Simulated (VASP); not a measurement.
**Ba: single point with PBEsol**

Ba:

```xyz
1
Lattice="-2.5000 2.5000 2.4500 2.5000 -2.5000 2.4500 2.5000 2.5000 -2.4500" Properties=species:S:1:pos:R:3 pbc="T T T"
Ba    0.0000    0.0000    0.0000
```

This cell differs from its parent crystal: zz strain of -2 %.

| Quantity | Value |
| --- | --- |
| Program | VASP 6.6.1 |
| Task | single point |
| Functional | PBEsol |
| Potentials or basis | VASP PAW PBE potentials, release 64 (Ba_sv) |
| Cutoff | 520 eV |
| k mesh | 10 × 10 × 10 |
| Occupations | fermi-dirac, width 0.05 eV |
| Spin | no spin polarisation |

The pressure is -0.4 GPa. The band gap on the k mesh is zero (band 5 reaches 2.00 eV, above the bottom of band 6 at 1.07 eV).

Stress tensor (GPa, compression positive):
```
-0.41  0.00  0.00
 0.00 -0.41  0.00
 0.00  0.00 -0.31
```

Levels at points of the mesh, in eV from the Fermi level:
| k point | band 1 | band 2 | band 3 | band 4 | band 5 | band 6 | band 7 | band 8 | band 9 | band 10 |
| --- | --- | --- | --- | --- | --- | --- | --- | --- | --- | --- |
| (0.00, 0.00, 0.00) | -28.79 | -13.71 | -13.71 | -13.71 | -2.77 | 1.78 | 1.90 | 1.90 | 3.24 | 3.42 |
| (0.50, 0.00, 0.00) | -28.74 | -14.22 | -13.87 | -13.72 | -0.90 | 0.64 | 1.38 | 3.34 | 3.95 | 5.42 |
| (0.50, 0.50, 0.00) | -28.75 | -14.22 | -13.87 | -13.71 | -0.92 | 0.77 | 1.32 | 3.18 | 3.84 | 5.39 |
| (0.50, 0.50, 0.50) | -28.71 | -14.07 | -14.07 | -14.05 | -0.58 | -0.55 | 4.42 | 4.42 | 4.64 | 4.88 |

Run time: 16 s on 1 thread of Intel(R) Xeon(R) 6975P-C (Granite Rapids) (shared host), peak memory 0.21 GiB.

Caveat: the cell differs from its parent crystal (zz strain of -2 %); the PAW data sets were made with another functional, which shifts forces and pressure a little; spin-orbit coupling is left out, which moves the levels of the heavy elements.
